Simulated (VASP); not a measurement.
Input of a VASP 6.6.1 run:

Contents of INCAR:

```
SYSTEM = C4N
ALGO     = Normal         ! electronic algorithm
EDIFF    = 1E-6           ! SCF threshold, eV
ENCUT    = 520            ! plane-wave cutoff, eV
GGA      = PE             ! functional
ISIF     = 2              ! what is computed and relaxed
ISMEAR   = 0              ! smearing method
IVDW     = 12             ! dispersion correction
LASPH    = .True.         ! aspherical terms in the spheres
LCHARG   = .False.        ! write CHGCAR
LREAL    = .False.        ! projectors in reciprocal space
LWAVE    = .False.        ! write WAVECAR
NBANDS   = 18             ! bands
NELM     = 100            ! most SCF steps
PREC     = Accurate       ! precision mode
SIGMA    = 0.1            ! smearing width, eV
```

File KPOINTS:

```
k-points
0
Gamma
  6 6 6
  0 0 0
```

The input POSCAR:

```
C4N
1.0
   -2.4513989900      2.4513989900      2.4513989900
    2.4513989900     -2.4513989900      2.4513989900
    2.4513989900      2.4513989900     -2.4513989900
C N
4 1
Direct
    0.0000000000      0.0000000000      0.5000000000
    0.5000000000      0.0000000000      0.0000000000
    0.5000000000      0.5000000000      0.5000000000
    0.0000000000      0.5000000000      0.0000000000
    0.0000000000      0.0000000000      0.0000000000
```

Potentials or basis: VASP PAW PBE potentials, release 64 (C, N).

The run is started by

```console
$ cat potpaw_PBE.64/C/POTCAR potpaw_PBE.64/N/POTCAR > POTCAR
$ mpirun -np 1 vasp_std > vasp.out
```

**Question.** Estimate the dispersion energy per atom.

**Answer.** -0.191 eV.

**Question.** Predict the pressure.

**Answer.** -29.1 GPa.

Caveat: pairwise dispersion overbinds metals, which lowers pressure and volume.
